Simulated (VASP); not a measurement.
# Al2Cu (I4/mcm) in VASP: a series of runs, part 2 of 2

VASP 6.6.1.

## 3. Single point, PBEsol

Input file INCAR:

```
SYSTEM = Al2Cu
ALGO = Fast ; EDIFF = 1E-6
ENCUT = 520 ; GGA = PS
ISIF = 2 ; ISMEAR = 0
LASPH = .TRUE. ; LCHARG = .FALSE.
LREAL = .FALSE. ; LWAVE = .FALSE.
NBANDS = 26 ; NELM = 100
PREC = Accurate ; SIGMA = 0.15
```

Input file KPOINTS:

```
k-points
0
G
  10 10 10
  0 0 0
```

Input file POSCAR:

```
Al2Cu
1.0
   -3.1163500000      3.1163500000      2.5103500000
    3.1163500000     -3.1163500000      2.5103500000
    3.1163500000      3.1163500000     -2.5103500000
Al Cu
4 2
Direct
    0.1593210787      0.6593210787      0.8186421574
    0.6593210787      0.8406789213      0.5000000000
    0.8406789213      0.3406789213      0.1813578426
    0.3406789213      0.1593210787      0.5000000000
    0.7500000000      0.7500000000      0.0000000000
    0.2500000000      0.2500000000      0.0000000000
```

Potentials or basis: VASP PAW PBE potentials, release 64 (Al, Cu).

Launch:

```bash
$ cat potpaw_PBE.64/Al/POTCAR potpaw_PBE.64/Cu/POTCAR > POTCAR
$ mpirun -np 1 vasp_std > vasp.out
```

OUTCAR:

```text
SYSTEM = Al2Cu
   EDIFF = 1E-6
   ENCUT = 520
   GGA = PS
   ISIF = 2
   ISMEAR = 0
   LASPH = .TRUE.
   LREAL = .FALSE.
   NELM = 100
   PREC = Accurate

 ion  position               nearest neighbor table
   1  0.159  0.659  0.819-   5 2.66   6 2.66   5 2.66   6 2.66   3 2.81   3 2.98   3 2.98   4 3.20
                             2 3.20   2 3.20   4 3.20   4 3.32   2 3.32   2 3.32   4 3.32
   2  0.659  0.841  0.500-   6 2.66   5 2.66   5 2.66   6 2.66   4 2.81   4 2.98   4 2.98   3 3.20
                             1 3.20   1 3.20   3 3.20   1 3.32   3 3.32   1 3.32   3 3.32
[... 915 lines left out ...]
  -------------------------------------------------------------------------------------
  Total       -5.9147718     -5.9147718     -5.9435370      0.0000000     -0.0000000      0.0000000
  in kB      -97.1766350    -97.1766350    -97.6492318      0.0000000     -0.0000000      0.0000000
  external PRESSURE =     -97.3341673 kB  Pullay stress =       0.0000000 kB

 VOLUME and BASIS-vectors are now :
 -----------------------------------------------------------------------------
  energy-cutoff  :      520.00
  volume of cell :       97.52
      direct lattice vectors                 reciprocal lattice vectors
    -3.116350000  3.116350000  2.510350000     0.000000000  0.160444109  0.199175414
     3.116350000 -3.116350000  2.510350000     0.160444109  0.000000000  0.199175414
     3.116350000  3.116350000 -2.510350000     0.160444109  0.160444109  0.000000000

 POSITION                                       TOTAL-FORCE (eV/Angst)
 -----------------------------------------------------------------------------------
      4.10935      0.99300      0.00000         0.044105      0.044105     -0.000000
      2.12335      0.99300      2.51035        -0.044105      0.044105     -0.000000
     -0.99300      2.12335      2.51035        -0.044105     -0.044105      0.000000
      0.99300      2.12335      0.00000         0.044105     -0.044105      0.000000
      0.00000      0.00000      3.76552         0.000000     -0.000000      0.000000
      0.00000      0.00000      1.25517         0.000000     -0.000000      0.000000
 -----------------------------------------------------------------------------------
    total drift:                               -0.000000     -0.000000      0.000000

  FREE ENERGIE OF THE ION-ELECTRON SYSTEM (eV)
  ---------------------------------------------------
  free  energy   TOTEN  =       -25.6718132311 eV

  energy  without entropy=      -25.6484777345  energy(sigma->0) =      -25.66014548
```

OSZICAR:

```text
N       E                     dE             d eps       ncg     rms          rms(c)
DAV:   1     0.178456973225E+03    0.17846E+03   -0.13415E+04  5304   0.141E+03
DAV:   2    -0.190407268437E+02   -0.19750E+03   -0.18514E+03  5310   0.278E+02
DAV:   3    -0.300875445046E+02   -0.11047E+02   -0.10344E+02  6956   0.861E+01
DAV:   4    -0.304081907945E+02   -0.32065E+00   -0.31905E+00  7964   0.124E+01
[... 10 lines left out ...]
RMM:  15    -0.256718120718E+02   -0.11365E-04   -0.39378E-04  7845   0.127E-01    0.885E-03
RMM:  16    -0.256718320928E+02   -0.20021E-04   -0.63743E-05  6486   0.927E-02    0.296E-02
RMM:  17    -0.256718119276E+02    0.20165E-04   -0.32370E-05  6241   0.716E-02    0.883E-04
RMM:  18    -0.256718130354E+02   -0.11078E-05   -0.11562E-05  6264   0.219E-02    0.318E-03
RMM:  19    -0.256718132311E+02   -0.19567E-06   -0.18091E-06  4426   0.143E-02
   1 F= -.25671813E+02 E0= -.25660145E+02  d E =-.233355E-01
```

Wall time 4.3 min (1 thread of Intel Xeon 6975P-C (Granite Rapids), shared host); peak memory 0.39 GiB.

Results:

```
Free energy            : -25.6718 eV
Pressure               : -9.7 GPa
Largest force          : 0.062 eV/Å
Band gap on the k mesh : zero (bands 17 and 18 overlap by 4.09 eV)
```

Forces on the atoms (eV/Å):
```
Al   0.044  0.044  0.000
Al  -0.044  0.044  0.000
Al  -0.044 -0.044  0.000
Al   0.044 -0.044  0.000
Cu   0.000  0.000  0.000
Cu   0.000  0.000  0.000
```

Caveat: the cell stands under tension; the PAW data sets were made with another functional, which shifts forces and pressure a little.
